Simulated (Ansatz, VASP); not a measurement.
Zr in VASP and in Ansatz

File INCAR:

```
PREC = Accurate ; ENCUT = 520
EDIFF = 1E-6 ; ISMEAR = 0
SIGMA = 0.1 ; LREAL = F
LASPH = T ; NELM = 60
ALGO = Normal ; ISIF = 2
LWAVE = F ; LCHARG = F
GGA = PS ; NBANDS = 12
```

The input KPOINTS:

```
Automatic mesh
0
Gamma
  18 18 18
```

POSCAR

```
Zr
1.0
    0.0000000000      2.1190018436      2.1190018436
    2.1190018436      0.0000000000      2.1190018436
    2.1190018436      2.1190018436      0.0000000000
Zr
1
Direct
    0.0000000000      0.0000000000      0.0000000000
```

Input for Ansatz:

```yaml
crystal:
  lattice:
    - [0.0, 2.1190018436, 2.1190018436]
    - [2.1190018436, 0.0, 2.1190018436]
    - [2.1190018436, 2.1190018436, 0.0]
  atoms:
    - { symbol: Zr, position: [0.0, 0.0, 0.0] }
basis:
  ecutwfc: 420
kpoints:
  mp_grid: { grid: [18, 18, 18] }
hamiltonian:
  xc: pbesol
scf:
  occupations: { method: gaussian, width: 0.1 }
output:
  forces: true
  stress: true
  eigenvalues: true
  populations: true
  write_density: true
  write_potential: true
  elf: true
  volumetric_format: npy
```

Alike in both runs: task single point; functional PBEsol; k mesh 18 × 18 × 18; occupations gaussian, width 0.1 eV; no spin polarisation.

|  | VASP | Ansatz |
| --- | --- | --- |
| version | VASP 6.6.1 | Ansatz 0.2.0 |
| potentials or method | VASP PAW PBE potentials, release 64 (Zr_sv), cutoff 520 eV | scalar-relativistic, plane waves, PAW |
| valence electrons in the cell | 12 | 12 |

Ansatz gave:

```
gap on the k mesh at the Fermi level (eV) : none
pressure (GPa)                            : 19.3
```

Question: What did VASP give for the same quantities?

Answer: gap on the k mesh at the Fermi level (eV): none; pressure (GPa): 19.4.

VASP's potentials were made for PBE, not for PBEsol. A gap of «none» marks a metal or a gap that the smearing closes. With one functional, cell and mesh, what is left measures potentials, basis and numerics.
